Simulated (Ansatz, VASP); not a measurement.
## One calculation of ScSn3Se, two programs

```
CELL_PARAMETERS angstrom
4.75708 0.00000 0.00000
-2.37854 4.11975 0.00000
0.00000 0.00000 6.78630
ATOMIC_POSITIONS crystal
Sc 0.66667 0.33333 0.00000
Sn 0.33333 0.66667 0.27433
Sn 0.33333 0.66667 0.72567
Sn 0.66667 0.33333 0.50000
Se 0.00000 0.00000 0.00000
```

Alike in both runs: functional PBE; k mesh 3 × 3 × 4; occupations gaussian, width 0.1 eV; no spin polarisation.

Ansatz relaxed the structure, and its values are those at the end. VASP's run is a single point on that final structure, the one shown.

```csv
,VASP,Ansatz
version,VASP 6.6.1,Ansatz 0.2.0
potentials or method,"VASP PAW PBE potentials, release 64 (Sc_sv, Sn_d, Se), cutoff 520 eV","scalar-relativistic, plane waves, PAW"
valence electrons in the cell,59,69
```

|  | VASP | Ansatz | Ansatz less VASP |
| --- | --- | --- | --- |
| gap on the k mesh at the Fermi level (eV) | none | none | - |
| pressure (GPa) | -0.1 | -0.1 | -0.02 |
| rms of the force components (eV/Å) | 0.006 | 0.006 | +0.0001 |

A gap of «none» marks a metal or a gap that the smearing closes. VASP's potentials hold 59 valence electrons a cell and Ansatz's 69, so a difference there can come from the potentials and not from the codes.

The k mesh is coarse, so the values compare programs but aren't converged.
